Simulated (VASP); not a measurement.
Set up this calculation in VASP 6.6.1, as the native input.

| Quantity | Value |
| --- | --- |
| Task | single point |
| Functional | PBE |
| Potentials or basis | VASP PAW PBE potentials, release 64 (Sn_d, O) |
| Cutoff | 520 eV |
| k mesh | 12 × 12 × 12 |
| Occupations | gaussian, width 0.05 eV |
| Spin | no spin polarisation |
| Dipole correction | no |
| Further INCAR settings | ALGO = Normal; EDIFF = 1e-06; NBANDS = 20 |

The structure of SnO2 lies in POSCAR:

```
SnO2
1.0
    1.6706500000      0.9645502272      5.1805666667
   -1.6706500000      0.9645502272      5.1805666667
    0.0000000000     -1.9291004544      5.1805666667
Sn O
1 2
Direct
    0.5000000000      0.5000000000      0.5000000000
    0.2348826742      0.2348826742      0.2348826742
    0.7651173258      0.7651173258      0.7651173258
```

These files were run (other wordings do the same):

INCAR

```
PREC = Accurate
ENCUT = 520
EDIFF = 1E-6
ISMEAR = 0
SIGMA = 0.05
LREAL = False
LASPH = True
NELM = 60
ALGO = Normal
ISIF = 2
LWAVE = False
LCHARG = False
GGA = PE
NBANDS = 20
```

KPOINTS

```
Automatic mesh
0
Gamma
  12 12 12
```

Potentials or basis: VASP PAW PBE potentials, release 64 (Sn_d, O).

Run with:

```bash
$ cat potpaw_PBE.64/Sn_d/POTCAR potpaw_PBE.64/O/POTCAR > POTCAR
$ mpirun -np 1 vasp_std > vasp.out
```

It gave:

```yaml
Pressure: -11.2 GPa
Largest_force: 1.042 eV/Å
Band_gap_on_the_k_mesh: 1.47 eV (least direct gap 1.57 eV)
```

Caveat: the cell stands under tension; spin-orbit coupling is left out, which moves the levels of the heavy elements; forces of over 1 eV/Å act on the atoms, so gaps and moduli don't describe the material at rest.

Wall time 3.7 min on 1 thread of AMD EPYC 9R45 96-Core Processor (Zen 5), with other jobs on the host, peak memory 0.34 GiB.
